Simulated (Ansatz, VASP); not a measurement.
## One calculation of SiC, two programs

```xyz
4
Lattice="3.0760 0.0000 0.0000 -1.5380 2.6639 0.0000 0.0000 0.0000 5.0480" Properties=species:S:1:pos:R:3 pbc="T T T"
Si    0.0000    1.6259    0.0000
Si    1.5380    1.0380    2.5240
C     0.0000    1.9128    1.9435
C     1.5380    0.7511    4.4675
```

Change from the starting cell: mode 4 (260.4 1/cm) frozen in, largest displacement +0.150 Å.

Alike in both runs: task single point; functional PBE; k mesh 12 × 12 × 6; occupations gaussian, width 0.05 eV; no spin polarisation.

|  | VASP | Ansatz |
| --- | --- | --- |
| version | VASP 6.6.1 | Ansatz 0.2.0 |
| potentials or method | VASP PAW PBE potentials, release 64 (Si, C), cutoff 520 eV | scalar-relativistic, plane waves, PAW |
| valence electrons in the cell | 16 | 16 |

```csv
,VASP,Ansatz,Ansatz less VASP
gap on the k mesh at the Fermi level (eV),2.06,2.06,+0.003
least direct gap on the mesh (eV),3.97,3.98,+0.004
pressure (GPa),3.1,3.2,+0.05
"traceless stress, the component that is largest in VASP (GPa)",-2.77,-2.78,-0.011
rms of the force components (eV/Å),0.628,0.628,-0.0003
```

Atom by atom the forces differ by 0.001 eV/Å (rms over components).
